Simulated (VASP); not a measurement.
Runs of VASP 6.6.1 on Te2Mo. The structure is that of space group P6_3/mmc (No. 194), or close to it. The cells are those of the table. 

| cell | gap on the mesh (eV) | pressure (GPa) | largest force (eV/Å) |
| --- | --- | --- | --- |
| a = 3.494, b = 3.494, c = 13.308 Å, angles 90.0, 90.0, 120.0°, 6 atoms | 0.43 | (a) | 1.37 |
| a = 3.407, b = 3.407, c = 14.709 Å, angles 90.0, 90.0, 120.0°, 6 atoms | 0.51 | (c) | 0.66 |
| a = 3.494, b = 3.494, c = 13.658 Å, angles 90.0, 90.0, 120.0°, 6 atoms | 0.63 | 3.4 | 0.67 |
| a = 3.407, b = 3.407, c = 14.009 Å, angles 90.0, 90.0, 120.0°, 6 atoms | 0.76 | 5.6 | 0.53 |
| a = 3.319, b = 3.319, c = 14.709 Å, angles 90.0, 90.0, 120.0°, 6 atoms | (b) | 5.0 | 0.20 |

Alike in all rows: task single point; level PBEsol; potentials or basis VASP PAW PBE potentials, release 64 (Te, Mo_sv); no spin polarisation; k mesh 12 × 12 × 2; cutoff (eV) 520; smearing gaussian 0.05 eV.

Task: Fill in the values left out.

Result: (a) 7.3; (b) 0.27; (c) -0.7.

Caveats: the PAW data sets were made with another functional, which shifts forces and pressure a little; spin-orbit coupling is left out, which moves the levels of the heavy elements; this functional lacks dispersion, which binds the layers, so the pressure and a relaxed spacing across them are unreliable; the cell stands under pressure (at least some runs).

A k mesh can miss the band edges, and the runs leave out spin-orbit coupling on Mo, Te.
